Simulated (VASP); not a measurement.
# I in VASP: a series of runs

The runs below take I through single point, with PBEsol, r2SCAN.

All numbers are computed with VASP 6.6.1; they aren't measurements. Logs are shortened: lines on timing, memory, paths and dates and some standing lists are left out, and cuts for length are marked.

## 1. The cell of the first run

The typed cell holds 1 atom: a = 4.811 Å, b = 4.879 Å, c = 4.793 Å, α = 140.87°, β = 140.59°, γ = 57.07°.

## 2. Single point, PBEsol

The input, INCAR:

```
SYSTEM = I
PREC     = Accurate       ! precision mode
ENCUT    = 520            ! plane-wave cutoff, eV
EDIFF    = 1E-6           ! SCF threshold, eV
ISMEAR   = 0              ! smearing method
SIGMA    = 0.1            ! smearing width, eV
LREAL    = .False.        ! projectors in reciprocal space
LASPH    = .True.         ! aspherical terms in the spheres
NELM     = 80             ! most SCF steps
ALGO     = Normal         ! electronic algorithm
ISIF     = 2              ! what is computed and relaxed
LWAVE    = .False.        ! write WAVECAR
LCHARG   = .False.        ! write CHGCAR
GGA      = PS             ! functional
NBANDS   = 10             ! bands
```

The input, KPOINTS:

```
Automatic mesh
0
Gamma
  6 6 8
  0 0 0
```

The input, POSCAR:

```
I
1.0
   -1.5899450000      1.6320630000      4.2366870000
    1.6842080000     -1.6402030000      4.2755240000
    1.5553370000      1.6055950000     -4.2397740000
I
1
Direct
    0.0027500000      0.0116350000      0.0153920000
```

Potentials or basis: VASP PAW PBE potentials, release 64 (I).

Started as:

```console
$ cat potpaw_PBE.64/I/POTCAR > POTCAR
$ mpirun -np 1 vasp_std > vasp.out
```

OUTCAR:

```text
SYSTEM = I
   PREC = Accurate
   ENCUT = 520
   EDIFF = 1E-6
   ISMEAR = 0
   LREAL = .False.
   LASPH = .True.
   NELM = 80
   ISIF = 2
   GGA = PS

 ion  position               nearest neighbor table
   1  0.003  0.012  0.015-

  LATTYP: Found a triclinic cell.
 ALAT       =     3.2399270954
 B/A-ratio  =     2.0850466843
 C/A-ratio  =     4.3948387720
 COS(alpha) =     0.0010379738
 COS(beta)  =     0.6596742581
 COS(gamma) =     0.7384661458

  Lattice vectors:

 A1 = (  -3.2395450000,   0.0346080000,  -0.0357500000)
 A2 = (  -4.9237530000,   1.6748110000,  -4.3112740000)
 A3 = (  -9.5551560000,  -6.3796320000,   8.4111350000)

Analysis of symmetry for initial positions (statically):
=====================================================================
 Subroutine PRICEL returns:
 Original cell was already a primitive cell.

 Routine SETGRP: Setting up the symmetry group for a
 triclinic supercell.

 Subroutine GETGRP returns: Found  2 space group operations
 (whereof  1 operations were pure point group operations)
 out of a pool of  2 trial point group operations.

The static configuration has the point symmetry C_1 .
 The point group associated with its full space group is S_2 .

Analysis of symmetry for dynamics (positions and initial velocities):
=====================================================================
 Subroutine PRICEL returns:
 Original cell was already a primitive cell.

 Routine SETGRP: Setting up the symmetry group for a
 triclinic supercell.

 Subroutine GETGRP returns: Found  2 space group operations
 (whereof  1 operations were pure point group operations)
 out of a pool of  2 trial point group operations.

The dynamic configuration has the point symmetry C_1 .
 The point group associated with its full space group is S_2 .

 Subroutine INISYM returns: Found  2 space group operations
 (whereof  1 operations are pure point group operations),
 and found     1 'primitive' translations

----------------------------------------------------------------------------------------

                                     Primitive cell

  volume of cell :      44.6297

  direct lattice vectors                    reciprocal lattice vectors
    -1.589945000  1.632063000  4.236687000     0.002001582  0.308998903  0.117751613
     1.684208000 -1.640203000  4.275524000     0.307462703  0.003395301  0.114076740
     1.555337000  1.605595000 -4.239774000     0.312055369  0.312197850 -0.003157110

  length of vectors
     4.810516758  4.879234360  4.792983628     0.330680769  0.327960888  0.441424986

  position of ions in fractional coordinates (direct lattice)
     0.002750000  0.011635000  0.015392000

  ion indices of the primitive-cell ions
   primitive index   ion index
                 1           1

----------------------------------------------------------------------------------------

 KPOINTS: Automatic mesh

Automatic generation of k-mesh.
 Grid dimensions read from file:
 generate k-points for:    6    6    8

 Generating k-lattice:

  Cartesian coordinates                     Fractional coordinates (reciprocal lattice)
     0.000333597  0.051499817  0.019625269     0.166666667  0.000000000 -0.000000000
     0.051243784  0.000565884  0.019012790     0.000000000  0.166666667 -0.000000000
     0.039006921  0.039024731 -0.000394639     0.000000000 -0.000000000  0.125000000

  Length of vectors
     0.055113461  0.054660148  0.055178123

  Shift w.r.t. Gamma in fractional coordinates (k-lattice)
     0.000000000  0.000000000  0.000000000

 Subroutine IBZKPT returns following result:
 ===========================================

 Found    148 irreducible k-points:

 Following reciprocal coordinates:
            Coordinates               Weight
  0.000000  0.000000  0.000000      1.000000
  0.166667  0.000000  0.000000      2.000000
  0.333333  0.000000  0.000000      2.000000
  0.500000  0.000000  0.000000      1.000000
 -0.000000  0.166667  0.000000      2.000000
  0.166667  0.166667  0.000000      2.000000
[... 16 lines left out ...]
  0.333333  0.000000  0.125000      2.000000
  0.500000  0.000000  0.125000      2.000000
 [... further k-points ...]
   k-points           NKPTS =    148   k-points in BZ     NKDIM =    148   number of bands    NBANDS=     10
   number of dos      NEDOS =    301   number of ions     NIONS =      1
   total plane-waves  NPLWV =  46656
   dimension x,y,z NGX =    36 NGY =   36 NGZ =   36
   dimension x,y,z NGXF=    72 NGYF=   72 NGZF=   72
   ions per type =               1
   NGX,Y,Z   is equivalent  to a cutoff of  12.44, 12.27, 12.49 a.u.
   NGXF,Y,Z  is equivalent  to a cutoff of  24.88, 24.53, 24.97 a.u.
 SYSTEM =  I
   PREC   = accura    normal or accurate (medium, high low for compatibility)
   ISTART =      0    job   : 0-new  1-cont  2-samecut
   ICHARG =      2    charge: 1-file 2-atom 10-const
   ISPIN  =      1    spin polarized calculation?
   LNONCOLLINEAR =      F non collinear calculations
   LSORBIT =      F    spin-orbit coupling
   LASPH  =      T    aspherical Exc in radial PAW
   ENCUT  =  520.0 eV  38.22 Ry    6.18 a.u.   8.94  9.07  8.91*2*pi/ulx,y,z
   NELM   =     80;   NELMIN=  2; NELMDL= -5     # of ELM steps
   EDIFF  = 0.1E-05   stopping-criterion for ELM
   LREAL  =      F    real-space projection
   EDIFFG = 0.1E-04   stopping-criterion for IOM
   NSW    =      0    number of steps for IOM
   IBRION =     -1    ionic relax: 0-MD 1-quasi-New 2-CG
   NFREE  =      0    steps in history (QN), initial steepest desc. (CG)
   ISIF   =      2    stress and relaxation
   ISYM   =      2    0-nonsym 1-usesym 2-fastsym
   POTIM  = 0.5000    time-step for ionic-motion
   TEBEG  =    0.0;   TEEND  =   0.0 temperature during run
   PSTRESS=    0.0 pullay stress
   NELECT =       7.0000    total number of electrons
   NUPDOWN=      -1.0000    fix difference up-down
   EMIN   =  10.00;   EMAX   =-10.00  energy-range for DOS
   EFERMI =   0.00;   METHOD = LEGACY
   ISMEAR =     0;   SIGMA  =   0.10  broadening in eV -4-tet -1-fermi 0-gaus
   EFERMI_NEDOS =   21; number of points for ismear=-14 and -15
   IALGO  =     38    algorithm
   IMIX   =      4    mixing-type and parameters
     AMIX     =   0.40;   BMIX     =  1.00
     AMIX_MAG =   1.60;   BMIX_MAG =  1.00
  volume/ion in A,a.u.               =      44.63       301.18
  Fermi-wavevector in a.u.,A,eV,Ry     =   0.882875  1.668392 10.605317  0.779469
  Thomas-Fermi vector in A             =   2.003566
   LORBIT       =      0    0 simple, 1 ext, 2 COOP (PROOUT), +10 PAW based schemes
   GGA     = PS    functional components
   LHFCALC =     F    Hartree Fock is set to
   AEXX    =    0.0000 exact exchange contribution
   IVDW    =     0    specifies the selected vdW correction
   LEPSILON=     F    determine dielectric tensor
   LRPA    =     F    only Hartree local field effects (RPA)
 non-spin polarized calculation
 Gauss-broadening in eV      SIGMA  =   0.10
  energy-cutoff  :      520.00
  volume of cell :       44.63
 maximum number of plane-waves:      1223
   NGX = 17   NGY = 19   NGZ = 17

 number of electron       7.0000000 magnetization

 Free energy of the ion-electron system (eV)
  ---------------------------------------------------
  ext. energy  EPLUGINS =         0.00000000
  ---------------------------------------------------
  free energy    TOTEN  =        -1.65850211 eV

  energy without entropy =       -1.65634677  energy(sigma->0) =       -1.65742444

 E-fermi :   2.4930     XC(G=0):  -7.9406

 val. band max:        2.4209272583   @ k =   0.0000  -0.3333   0.1250
 cond. band min:       2.5355689654   @ k =   0.5000   0.3333   0.3750
 fundamental gap:      0.1146417071
 Fermi energy:         2.4929626997

 k-point     1 :       0.0000    0.0000    0.0000
  band No.  band energies     occupation
      1     -11.2167      2.00000
      2       0.2629      2.00000
      3       3.3147      0.00000
      4       3.3987      0.00000
      5       6.6320      0.00000
      6       9.8593      0.00000
      7      10.4030      0.00000
      8      14.9148      0.00000
      9      14.9896      0.00000
     10      15.0708      0.00000

 k-point     2 :       0.1667    0.0000    0.0000
  band No.  band energies     occupation
      1     -10.9449      2.00000
      2       0.3555      2.00000
      3       1.3249      2.00000
      4       3.5507      0.00000
      5       7.3002      0.00000
      6      10.3708      0.00000
      7      11.4664      0.00000
      8      12.8249      0.00000
      9      15.4286      0.00000
     10      15.9045      0.00000

 k-point     3 :       0.3333    0.0000    0.0000
  band No.  band energies     occupation
      1     -10.2849      2.00000
      2      -1.4043      2.00000
      3       0.6475      2.00000
      4       3.9994      0.00000
      5       7.9550      0.00000
      6      10.1596      0.00000
      7      11.1606      0.00000
      8      14.9839      0.00000
      9      15.6934      0.00000
     10      16.5563      0.00000

 k-point     4 :       0.5000    0.0000    0.0000
  band No.  band energies     occupation
      1      -9.8606      2.00000
      2      -2.5754      2.00000
      3       0.8295      2.00000
      4       4.2558      0.00000
      5       7.3156      0.00000
      6      11.8156      0.00000
      7      12.2551      0.00000
      8      13.4170      0.00000
      9      14.2071      0.00000
     10      14.7981      0.00000
[... 222 lines left out ...]
 k-point    22 :       0.1667   -0.0000    0.1250
  band No.  band energies     occupation
      1     -10.3184      2.00000
      2      -0.6805      2.00000
      3       0.8604      2.00000
      4       2.6028      0.12029
      5       8.1359      0.00000
      6       9.6424      0.00000
      7      12.2535      0.00000
      8      13.3508      0.00000
      9      13.7335      0.00000
     10      16.7874      0.00000

 k-point    23 :       0.3333    0.0000    0.1250
  band No.  band energies     occupation
      1      -9.7461      2.00000
      2      -2.3500      2.00000
      3       0.9962      2.00000
      4       3.0413      0.00000
      5       7.6457      0.00000
      6      10.7643      0.00000
      7      11.8598      0.00000
      8      13.4575      0.00000
      9      14.5281      0.00000
     10      15.7018      0.00000

 k-point    24 :       0.5000    0.0000    0.1250
  band No.  band energies     occupation
      1      -9.9629      2.00000
      2      -1.7481      2.00000
      3       0.6969      2.00000
      4       2.9283      0.00000
      5       8.0587      0.00000
      6      11.1926      0.00000
      7      12.1100      0.00000
      8      13.1181      0.00000
      9      14.4131      0.00000
     10      15.4445      0.00000

 [... further k-points ...]
[... 5 lines left out ...]
  --------------------------------------------------------------------------------------
  -------------------------------------------------------------------------------------
  Total       -0.5717915     -0.5611441     -0.1384705      0.0727875      0.0018988     -0.0107117
  in kB      -20.5269243    -20.1446900     -4.9709971      2.6130214      0.0681657     -0.3845429
  external PRESSURE =     -15.2142038 kB  Pullay stress =       0.0000000 kB

 VOLUME and BASIS-vectors are now :
 -----------------------------------------------------------------------------
  energy-cutoff  :      520.00
  volume of cell :       44.63
      direct lattice vectors                 reciprocal lattice vectors
    -1.589945000  1.632063000  4.236687000     0.002001582  0.308998903  0.117751613
     1.684208000 -1.640203000  4.275524000     0.307462703  0.003395301  0.114076740
     1.555337000  1.605595000 -4.239774000     0.312055369  0.312197850 -0.003157110

 POSITION                                       TOTAL-FORCE (eV/Angst)
 -----------------------------------------------------------------------------------
      0.03916      0.01012     -0.00386         0.000000      0.000000      0.000000
 -----------------------------------------------------------------------------------
    total drift:                                0.000000     -0.000000      0.000001

  FREE ENERGIE OF THE ION-ELECTRON SYSTEM (eV)
  ---------------------------------------------------
  free  energy   TOTEN  =        -1.6585021110 eV

  energy  without entropy=       -1.6563467695  energy(sigma->0) =       -1.65742444
```

Run time: 27 s. Hardware: 1 thread of Intel Xeon 6975P-C (Granite Rapids), shared host; peak memory 0.23 GiB.

Results:

```
Free energy : -1.6585 eV
Pressure    : -1.5 GPa
```

Stress tensor (GPa, compression positive):
```
-2.05  0.26 -0.04
 0.26 -2.01  0.01
-0.04  0.01 -0.50
```

Caveat: the PAW data sets were made with another functional, which shifts forces and pressure a little; spin-orbit coupling is left out, which moves the levels of the heavy elements; an odd number of electrons without spin polarisation forces a metal; a magnetic or distorted state may lie lower.

## 3. Single point, PBEsol

The input, INCAR:

```
  ALGO = Normal
  EDIFF = 1E-6
  ENCUT = 520
  GGA = PS
  ISIF = 2
  ISMEAR = 0
  LASPH = True
  LCHARG = True
  LELF = True
  LREAL = False
  LVHAR = True
  LWAVE = False
  NBANDS = 10
  NELM = 60
  PREC = Accurate
  SIGMA = 0.1
```

The input, KPOINTS:

```
k-points
0
Gamma
  6 6 8
```

POSCAR is that of step 2.

Potentials or basis: VASP PAW PBE potentials, release 64 (I).

Started as:

```console
$ cat potpaw_PBE.64/I/POTCAR > POTCAR
$ mpirun -np 1 vasp_std > vasp.out
```

Run time: 29 s. Hardware: 1 thread of Intel Xeon 6975P-C (Granite Rapids), shared host; peak memory 0.23 GiB.

It converged, with:

```yaml
Free_energy: -1.6585 eV
Pressure: -1.5 GPa
```

Stress tensor (GPa, compression positive):
```
-2.05  0.26 -0.04
 0.26 -2.01  0.01
-0.04  0.01 -0.50
```

Levels at points of the mesh, in eV from the Fermi level:
| k point | band 2 | band 3 | band 4 | band 5 | band 6 | band 7 |
| --- | --- | --- | --- | --- | --- | --- |
| (0.00, 0.00, 0.00) | -2.23 | 0.82 | 0.91 | 4.14 | 7.37 | 7.91 |
| (0.50, 0.00, 0.00) | -5.07 | -1.66 | 1.76 | 4.82 | 9.32 | 9.76 |
| (0.00, 0.50, 0.00) | -5.07 | -1.61 | 1.78 | 4.92 | 9.35 | 9.60 |
| (0.50, 0.50, 0.00) | -4.01 | -3.68 | -0.49 | 3.95 | 6.59 | 9.12 |
| (0.00, 0.00, 0.50) | -3.85 | -3.84 | -0.54 | 3.94 | 6.35 | 9.34 |
| (0.50, 0.00, 0.50) | -5.06 | -1.72 | 1.77 | 4.74 | 9.32 | 9.90 |
| (0.00, 0.50, 0.50) | -5.07 | -1.66 | 1.76 | 4.83 | 9.34 | 9.74 |
| (0.50, 0.50, 0.50) | -3.66 | 0.71 | 0.80 | 7.06 | 7.34 | 9.20 |

Caveat: the PAW data sets were made with another functional, which shifts forces and pressure a little; spin-orbit coupling is left out, which moves the levels of the heavy elements; an odd number of electrons without spin polarisation forces a metal; a magnetic or distorted state may lie lower.

## 4. Single point, r2SCAN

The input, POSCAR:

```
I
1.0
   -1.6174560000      1.6174560000      4.2648080000
    1.6174560000     -1.6174560000      4.2648080000
    1.6174560000      1.6174560000     -4.2648080000
I
1
Direct
    0.0000000000      0.0000000000      0.0000000000
```

The input, INCAR.step1:

```
SYSTEM = I
ALGO = Normal
EDIFF = 1E-4
ENCUT = 520
GGA = PE
ISMEAR = 1
LASPH = .True.
LCHARG = .False.
LREAL = .False.
LWAVE = .True.
NBANDS = 10
NELM = 60
PREC = Accurate
SIGMA = 0.1
```

The input, INCAR.step2:

```
SYSTEM = I
ALGO = Normal
EDIFF = 1E-6
ENCUT = 520
ISIF = 2
ISMEAR = 1
ISTART = 1
LASPH = .True.
LCHARG = .False.
LMIXTAU = .True.
LREAL = .False.
LWAVE = .False.
METAGGA = R2SCAN
NBANDS = 10
NELM = 60
PREC = Accurate
SIGMA = 0.1
```

The input, KPOINTS:

```
k-points
0
Gamma
  10 10 10
  0 0 0
```

Potentials or basis: VASP PAW PBE potentials, release 64 (I).

Started as:

```console
$ cat potpaw_PBE.64/I/POTCAR > POTCAR
$ cp INCAR.step1 INCAR
$ mpirun -np 1 vasp_std > vasp.out
$ cp INCAR.step2 INCAR
$ mpirun -np 1 vasp_std > vasp.out
```

OUTCAR:

```text
SYSTEM = I
   EDIFF = 1E-6
   ENCUT = 520
   ISIF = 2
   ISMEAR = 1
   ISTART = 1
   LASPH = .True.
   LREAL = .False.
   METAGGA = R2SCAN
   NELM = 60
   PREC = Accurate

 ion  position               nearest neighbor table
   1  0.000  0.000  0.000-

  LATTYP: Found a body centered tetragonal cell.
 ALAT       =     3.2349120000
 C/A-ratio  =     2.6367381864

  Lattice vectors:

 A1 = (  -1.6174560000,   1.6174560000,   4.2648080000)
 A2 = (   1.6174560000,  -1.6174560000,   4.2648080000)
[... 483 lines left out ...]
      2      -1.7203      2.00000
      3      -0.1273      2.00000
      4       1.0003      2.00000
      5       8.8497      0.00000
      6       9.3486      0.00000
      7      12.0491      0.00000
      8      14.1814      0.00000
      9      15.7566      0.00000
     10      16.7219      0.00000

 [... further k-points ...]
[... 5 lines left out ...]
  --------------------------------------------------------------------------------------
  -------------------------------------------------------------------------------------
  Total       -0.0877603     -0.0877603     -0.1655182      0.0000000      0.0000000      0.0000000
  in kB       -3.1505330     -3.1505330     -5.9419886      0.0000000      0.0000000      0.0000000
  external PRESSURE =      -4.0810182 kB  Pullay stress =       0.0000000 kB

 VOLUME and BASIS-vectors are now :
 -----------------------------------------------------------------------------
  energy-cutoff  :      520.00
  volume of cell :       44.63
      direct lattice vectors                 reciprocal lattice vectors
    -1.617456000  1.617456000  4.264808000     0.000000000  0.309127420  0.117238572
     1.617456000 -1.617456000  4.264808000     0.309127420  0.000000000  0.117238572
     1.617456000  1.617456000 -4.264808000     0.309127420  0.309127420  0.000000000

 POSITION                                       TOTAL-FORCE (eV/Angst)
 -----------------------------------------------------------------------------------
      0.00000      0.00000      0.00000         0.000000      0.000000     -0.000000
 -----------------------------------------------------------------------------------
    total drift:                               -0.000000      0.000000      0.000000

  FREE ENERGIE OF THE ION-ELECTRON SYSTEM (eV)
  ---------------------------------------------------
  free  energy   TOTEN  =       -24.4029852190 eV

  energy  without entropy=      -24.4028689717  energy(sigma->0) =      -24.40294647
```

OSZICAR.step1:

```text
N       E                     dE             d eps       ncg     rms          rms(c)
DAV:   1     0.210983965187E+02    0.21098E+02   -0.23119E+03  2040   0.479E+02
DAV:   2    -0.432862895134E+00   -0.21531E+02   -0.20776E+02  2674   0.813E+01
DAV:   3    -0.142991120528E+01   -0.99705E+00   -0.99093E+00  2492   0.180E+01
DAV:   4    -0.144093533605E+01   -0.11024E-01   -0.11022E-01  2606   0.234E+00
DAV:   5    -0.144110582148E+01   -0.17049E-03   -0.17048E-03  2580   0.272E-01    0.477E+00
DAV:   6    -0.142017162609E+01    0.20934E-01   -0.17502E-02  2264   0.614E-01    0.295E+00
DAV:   7    -0.141198098362E+01    0.81906E-02   -0.36655E-02  2226   0.914E-01    0.123E-01
DAV:   8    -0.141192656515E+01    0.54418E-04   -0.15534E-03  2238   0.239E-01    0.245E-02
DAV:   9    -0.141193246887E+01   -0.59037E-05   -0.18981E-05  1578   0.343E-02
   1 F= -.14119325E+01 E0= -.14118388E+01  d E =-.281118E-03
```

It took 99 s on 1 thread of Intel Xeon 6975P-C (Granite Rapids), shared host; peak memory 0.23 GiB.

What came out:

- Free energy: -24.4030 eV
- Pressure: -0.4 GPa

Caveat: the PAW data sets were made with another functional, which shifts forces and pressure a little; spin-orbit coupling is left out, which moves the levels of the heavy elements; an odd number of electrons without spin polarisation forces a metal; a magnetic or distorted state may lie lower.

(Continued in part 2 of 2.)
